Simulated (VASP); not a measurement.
Write the native input for VASP 6.6.1 that does the following.

```
Task                   : single point
Functional             : PBE
Dispersion             : D3(BJ)
Potentials or basis    : VASP PAW PBE potentials, release 64 (Ti_sv, Te)
Cutoff                 : 520 eV
k mesh                 : 18 × 18 × 8
Occupations            : gaussian, width 0.15 eV
Spin                   : no spin polarisation
Dipole correction      : no
Further INCAR settings : ALGO = Normal; EDIFF = 1e-06; NBANDS = 19
```

The structure of TiTe2 lies in POSCAR:

```
TiTe2
1.0
    3.8834508333      0.0000000000      0.0000000000
   -1.9417254166      3.3631670760      0.0000000000
    0.0000000000      0.0000000000      6.1466468037
Ti Te
1 2
Direct
    0.0000000000      0.0000000000      0.0000000000
    0.6666666667      0.3333333333      0.2628000000
    0.3333333333      0.6666666667      0.7372000000
```

This cell differs from its parent crystal: ratio of the length along z to the lengths across it x 0.92, volume and fractional coordinates fixed.

The input as run:

INCAR

```
SYSTEM = TiTe2
PREC = Accurate ; ENCUT = 520
EDIFF = 1E-6 ; ISMEAR = 0
SIGMA = 0.15 ; LREAL = .False.
LASPH = .True. ; NELM = 100
ALGO = Normal ; ISIF = 2
LWAVE = .False. ; LCHARG = .False.
GGA = PE ; IVDW = 12
NBANDS = 19
```

KPOINTS

```
regular mesh
0
Gamma
  18 18 8
  0 0 0
```

Potentials or basis: VASP PAW PBE potentials, release 64 (Ti_sv, Te).

The run is started by

```bash
$ cat potpaw_PBE.64/Ti_sv/POTCAR potpaw_PBE.64/Te/POTCAR > POTCAR
$ mpirun -np 1 vasp_std > vasp.out
```

It gave:

```
Pressure                   : -1.7 GPa
Largest force              : 0.298 eV/Å
Band gap on the k mesh     : zero (band 12 reaches 7.37 eV, above the bottom of band 13 at 6.70 eV)
Dispersion energy per atom : -0.492 eV
```

Caveat: spin-orbit coupling is left out, which moves the levels of the heavy elements.

Wall time 4.5 min on 1 thread of Intel(R) Xeon(R) Platinum 8488C (Sapphire Rapids) (shared host), peak memory 0.51 GiB.
